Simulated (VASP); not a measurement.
A run of VASP 6.6.1 is set up as follows.

Contents of INCAR:

```
SYSTEM = LiNbO3
PREC = Accurate
ENCUT = 520
EDIFF = 1E-6
ISMEAR = -1
SIGMA = 0.02
LREAL = .False.
LASPH = .True.
NELM = 60
ALGO = Normal
ISIF = 2
LWAVE = .False.
LCHARG = .False.
GGA = PE
NBANDS = 45
```

The input KPOINTS:

```
regular mesh
0
Gamma
  6 6 6
  0 0 0
```

Contents of POSCAR:

```
LiNbO3
1.0
    2.5951449047      1.4983076093      4.6717952338
   -2.5951449047      1.4983076093      4.6717952338
    0.0000000000     -2.9966152187      4.6717952338
Li Nb O
2 2 6
Direct
    0.7816240659      0.7816240659      0.7816240659
    0.2816240659      0.2816240659      0.2816240659
    0.5004839060      0.5004839060      0.5004839060
    1.0004839060      1.0004839060      0.0004839060
    0.6107801052      0.2211568658      0.8579550572
    0.8579550572      0.6107801052      0.2211568658
    0.1107801052      0.3579550572      0.7211568658
    0.2211568658      0.8579550572      0.6107801052
    0.7211568658      0.1107801052      0.3579550572
    0.3579550572      0.7211568658      0.1107801052
```

Potentials or basis: VASP PAW PBE potentials, release 64 (Li_sv, Nb_sv, O).

The run is started by

```sh
$ cat potpaw_PBE.64/Li_sv/POTCAR potpaw_PBE.64/Nb_sv/POTCAR potpaw_PBE.64/O/POTCAR > POTCAR
$ mpirun -np 1 vasp_std > vasp.out
```

Q: Estimate the largest force.

A: 0.024 eV/Å.

Q: Predict the band gap on the k mesh.

A: 3.55 eV, indirect (least direct gap 3.57 eV).

Forces on the atoms (eV/Å):
```
Li   0.000  0.000  0.005
Li   0.000  0.000  0.005
Nb   0.000  0.000 -0.024
Nb   0.000  0.000 -0.024
O    0.003  0.004  0.006
O   -0.005  0.000  0.006
O    0.005  0.000  0.006
O    0.002 -0.004  0.006
O   -0.003  0.004  0.006
O   -0.002 -0.004  0.006
```

 A k mesh can miss the band edges.
